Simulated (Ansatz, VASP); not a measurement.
# One calculation of FeCo, two programs

INCAR

```
SYSTEM = FeCo
ALGO = Normal
EDIFF = 1E-8
ENCUT = 520
GGA = PE
GGA_COMPAT = .FALSE.
ISIF = 2
ISMEAR = -1
ISPIN = 2
LASPH = .TRUE.
LCHARG = .FALSE.
LEFG = .TRUE.
LMAXMIX = 4
LORBIT = 11
LREAL = .FALSE.
LWAVE = .FALSE.
MAGMOM = 3 2
NBANDS = 20
NELM = 200
PREC = Accurate
SIGMA = 0.05
```

KPOINTS

```
k-points
0
G
  13 13 13
  0 0 0
```

Contents of POSCAR:

```
FeCo
1.0
    2.8570000000      0.0000000000      0.0000000000
    0.0000000000      2.8570000000      0.0000000000
    0.0000000000      0.0000000000      2.8570000000
Fe Co
1 1
Direct
    0.5000000000      0.5000000000      0.5000000000
    0.0000000000      0.0000000000      0.0000000000
```

Input for Ansatz:

```yaml
crystal:
  lattice:
    - [2.857, 0.0, 0.0]
    - [0.0, 2.857, 0.0]
    - [0.0, 0.0, 2.857]
  atoms:
    - { symbol: Fe, position: [0.5, 0.5, 0.5], spin: 3.0 }
    - { symbol: Co, position: [0.0, 0.0, 0.0], spin: 2.0 }
magnetization:
  spin_polarized: true
kpoints:
  mp_grid: { grid: [13, 13, 13] }
  band_path:
    path:
      - [0.0, 0.0, 0.0]
      - [0.0, 0.5, 0.0]
      - [0.5, 0.5, 0.0]
      - [0.0, 0.0, 0.0]
      - [0.5, 0.5, 0.5]
      - [0.0, 0.5, 0.0]
      - [0.5, 0.5, 0.5]
      - [0.5, 0.5, 0.0]
    npoints: 8
scf:
  occupations: { method: fermi_dirac, width: 0.05 }
hamiltonian:
  xc: pbe
  pseudopotentials: { kind: paw }
output:
  forces: true
  stress: true
  eigenvalues: true
  efg: { contact_densities: true }
  populations: true
  bader: true
  dos: { projected: true, de: 0.2, e_range: [-14, 8] }
```

Alike in both runs: task electric field gradients; functional PBE; k mesh 13 × 13 × 13; occupations fermi-dirac, width 0.05 eV; collinear spin.

|  | VASP | Ansatz |
| --- | --- | --- |
| version | VASP 6.6.1 | Ansatz 0.2.0 |
| potentials or method | VASP PAW PBE potentials, release 64 (Fe, Co) | PAW with Ansatz's default frozen-core files, scalar-relativistic |
| plane-wave cutoff (eV) | 520 | 420 |
| valence electrons in the cell | 17 | 33 |

```tsv
	VASP	Ansatz	Ansatz less VASP
pressure (GPa)	-2.9	-2.3	+0.53
net moment per atom (μB)	2.26	2.27	+0.011
size of the moment on the site where the two differ most (μB)	1.76	1.84	+0.072
```

Site moments also hang on the region over which each program counts them. VASP's potentials hold 17 valence electrons a cell and Ansatz's 33, so a difference there can come from the potentials and not from the codes.
